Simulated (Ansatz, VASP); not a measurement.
Cu in VASP and in Ansatz

```
Cu
1.0
     1.27329   -4.15532    0.00000
     1.27329    4.15532    0.00000
     0.00000    0.00000    2.47550
Cu
2
Cartesian
  1.2733 3.0428 0.6189
  1.2733 -3.0428 1.8566
```

Change from the starting cell: strain +0.0450 x Voigt [1, 1, 0, 0, 0, 0], atoms carried along.

Alike in both runs: task single point; functional PBEsol; k mesh 20 × 20 × 20; occupations gaussian, width 0.15 eV; no spin polarisation.

|  | VASP | Ansatz |
| --- | --- | --- |
| version | VASP 6.6.1 | Ansatz 0.2.0 |
| potentials or method | VASP PAW PBE potentials, release 64 (Cu), cutoff 520 eV | scalar-relativistic, plane waves, PAW |
| valence electrons in the cell | 22 | 38 |

Ansatz gave:

```
gap on the k mesh at the Fermi level (eV)                     : none
pressure (GPa)                                                : -11.3
traceless stress, the component that is largest in VASP (GPa) : 4.21
rms of the force components (eV/Å)                            : 0.065
```

Q: Estimate VASP's values.

A: gap on the k mesh at the Fermi level (eV): none; pressure (GPa): -10.7; traceless stress, the component that is largest in VASP (GPa): 4.25; rms of the force components (eV/Å): 0.063.

VASP's potentials were made for PBE, not for PBEsol. Atom by atom the forces differ by 0.002 eV/Å (rms over components). A gap of «none» marks a metal or a gap that the smearing closes. VASP's potentials hold 22 valence electrons a cell and Ansatz's 38, so a difference there can come from the potentials and not from the codes.
